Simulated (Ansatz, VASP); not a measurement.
Cs2AgBiBr6 in VASP and in Ansatz

File INCAR:

```
SYSTEM = Cs2AgBiBr6
  PREC = Accurate
  ENCUT = 520
  EDIFF = 1E-7
  ISMEAR = 0
  SIGMA = 0.05
  LREAL = .FALSE.
  LASPH = .TRUE.
  NELM = 60
  ALGO = Normal
  ISIF = 2
  LWAVE = .FALSE.
  LCHARG = .TRUE.
  GGA = PE
  LELF = .TRUE.
  LVHAR = .TRUE.
  NBANDS = 54
```

Contents of KPOINTS:

```
Automatic mesh
0
G
  4 4 4
  0 0 0
```

File POSCAR:

```
Cs2AgBiBr6
1.0
    0.0000000000      5.6161000000      5.6161000000
    5.6161000000      0.0000000000      5.6161000000
    5.6161000000      5.6161000000      0.0000000000
Cs Ag Bi Br
2 1 1 6
Direct
    0.2500000000      0.2500000000      0.2500000000
    0.7500000000      0.7500000000      0.7500000000
    0.5000000000      0.5000000000      0.5000000000
    0.0000000000      0.0000000000      0.0000000000
    0.2505500000      0.7494500000      0.2505500000
    0.2505500000      0.7494500000      0.7494500000
    0.7494500000      0.2505500000      0.7494500000
    0.7494500000      0.2505500000      0.2505500000
    0.2505500000      0.2505500000      0.7494500000
    0.7494500000      0.7494500000      0.2505500000
```

Input for Ansatz:

```yaml
crystal:
  lattice:
    - [0.0, 5.6161, 5.6161]
    - [5.6161, 0.0, 5.6161]
    - [5.6161, 5.6161, 0.0]
  atoms:
    - { symbol: Cs, position: [0.25, 0.25, 0.25] }
    - { symbol: Cs, position: [0.75, 0.75, 0.75] }
    - { symbol: Ag, position: [0.5, 0.5, 0.5] }
    - { symbol: Bi, position: [0.0, 0.0, 0.0] }
    - { symbol: Br, position: [0.25055, 0.74945, 0.25055] }
    - { symbol: Br, position: [0.25055, 0.74945, 0.74945] }
    - { symbol: Br, position: [0.74945, 0.25055, 0.74945] }
    - { symbol: Br, position: [0.74945, 0.25055, 0.25055] }
    - { symbol: Br, position: [0.25055, 0.25055, 0.74945] }
    - { symbol: Br, position: [0.74945, 0.74945, 0.25055] }
basis:
  ecutwfc: 420
  fft_grid_basis: typed
kpoints:
  mp_grid: { grid: [4, 4, 4] }
hamiltonian:
  xc: pbe
scf:
  occupations: { method: gaussian, width: 0.05 }
output:
  forces: true
  stress: true
  eigenvalues: true
  bader: true
  write_density: true
  volumetric_format: npy
  elf: true
```

Alike in both runs: task single point; functional PBE; k mesh 4 × 4 × 4; occupations gaussian, width 0.05 eV; no spin polarisation.

```csv
,VASP,Ansatz
version,VASP 6.6.1,Ansatz 0.2.0
potentials or method,"VASP PAW PBE potentials, release 64 (Cs_sv, Ag, Bi_d, Br), cutoff 520 eV","scalar-relativistic, plane waves, PAW"
valence electrons in the cell,86,94
```

|  | VASP | Ansatz | Ansatz less VASP |
| --- | --- | --- | --- |
| gap on the k mesh at the Fermi level (eV) | 1.27 | 1.26 | -0.005 |
| pressure (GPa) | 1.9 | 1.9 | 0.00 |
| rms of the force components (eV/Å) | 0.132 | 0.130 | -0.0017 |

Atom by atom the forces differ by 0.002 eV/Å (rms over components). VASP's potentials hold 86 valence electrons a cell and Ansatz's 94, so a difference there can come from the potentials and not from the codes.

Neither program's run includes spin-orbit coupling.
